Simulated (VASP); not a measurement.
**Hf4C: relaxation of cell and atoms with PBE**

Hf4C:

```
Hf C
1.0
     0.00000    3.34981    4.78375
     3.08188    0.00000    4.78375
     3.08188    3.34981    0.00000
Hf C
4 1
Direct
  0.27476 0.72524 0.27476
  0.72524 0.27476 0.72524
  0.75000 0.75000 0.75000
  0.25000 0.25000 0.25000
  0.00000 0.00000 0.00000
```

The cell was generated, and may not be a known phase.

```json
{
  "Program": "VASP 6.6.1",
  "Task": "relaxation of cell and atoms",
  "Functional": "PBE",
  "Potentials or basis": "VASP PAW PBE potentials, release 64 (Hf_pv, C)",
  "Cutoff": "600 eV",
  "k mesh": "4 × 4 × 4",
  "Occupations": "gaussian, width 0.1 eV",
  "Spin": "no spin polarisation",
  "Dipole correction": "no",
  "Further INCAR settings": "ALGO = Normal; EDIFF = 1e-06; IBRION = 2; EDIFFG = -0.04; NSW = 90; ISIF = 3"
}
```

```json
{
  "Relaxed volume": "21.70 Å³/atom",
  "Relaxed cell": "a = 6.336 Å, b = 6.045 Å, c = 4.565 Å, α = 71.80°, β = 65.01°, γ = 43.19°",
  "Space group after relaxing (to 0.1 Å)": "Fmmm (No. 69)",
  "Energy gained by relaxing": "348.2 meV/atom",
  "Ionic steps": "12",
  "Pressure after relaxing": "0.0 GPa",
  "Largest force after relaxing": "0.015 eV/Å",
  "Band gap on the k mesh": "zero (bands 22 and 23 overlap by 0.07 eV)"
}
```

Forces on the atoms (eV/Å):
```
Hf   0.000 -0.015  0.000
Hf   0.000  0.015  0.000
Hf   0.000  0.000  0.000
Hf   0.000  0.000  0.000
C    0.000  0.000  0.000
```

Step by step:
```tsv
step	energy change (eV)	largest force (eV/Å)	pressure (GPa)	volume (Å³)
1	0.0000	7.0067	19.43	98.77
2	1.7462	4.2485	-14.72	136.39
3	-1.4507	0.9450	-2.74	110.76
4	-1.4927	0.4130	-1.05	109.23
5	-1.5004	0.0289	0.16	108.23
6	-1.6851	0.2280	-0.89	109.56
7	-1.6874	0.2472	-0.97	109.70
8	-1.7300	0.1030	0.45	108.11
9	-1.7340	0.2402	1.06	107.48
10	-1.7359	0.2535	-0.72	108.95
11	-1.7408	0.0358	0.08	108.27
12	-1.7411	0.0148	-0.04	108.48
```

Final structure:
```
Hf C
1.0
     0.00000    3.49565    5.28452
     2.93624    0.00000    5.28452
     2.93624    3.49565    0.00000
Hf C
4 1
Direct
  0.29410 0.70590 0.29410
  0.70590 0.29410 0.70590
  0.75000 0.75000 0.75000
  0.25000 0.25000 0.25000
  0.00000 0.00000 0.00000
```

Levels at points of the mesh, in eV from the Fermi level:
```
           k point  band 18  band 19  band 20  band 21  band 22  band 23  band 24  band 25  band 26
(0.00, 0.00, 0.00)    -2.59    -2.14    -1.75    -1.11    -1.06     0.89     1.14     1.43     1.67
(0.50, 0.00, 0.00)    -1.78    -1.58    -0.64    -0.52    -0.36     0.31     0.52     0.59     0.98
(0.50, 0.50, 0.00)    -1.62    -1.60    -1.15    -0.66    -0.02    -0.01     0.28     0.49     0.53
(0.50, 0.00, 0.50)    -2.47    -2.04    -1.33    -0.94    -0.10     0.04     0.65     1.25     1.60
(0.00, 0.50, 0.50)    -2.18    -1.14    -1.07    -0.91    -0.13     0.08     0.23     0.59     1.54
```

Run time: 17 min on 1 thread of Intel Xeon 8259CL, on a shared host, peak memory 0.31 GiB.

Caveat: the k points lie up to 0.38 Å⁻¹ apart in the final cell; spin-orbit coupling is left out, which moves the levels of the heavy elements.
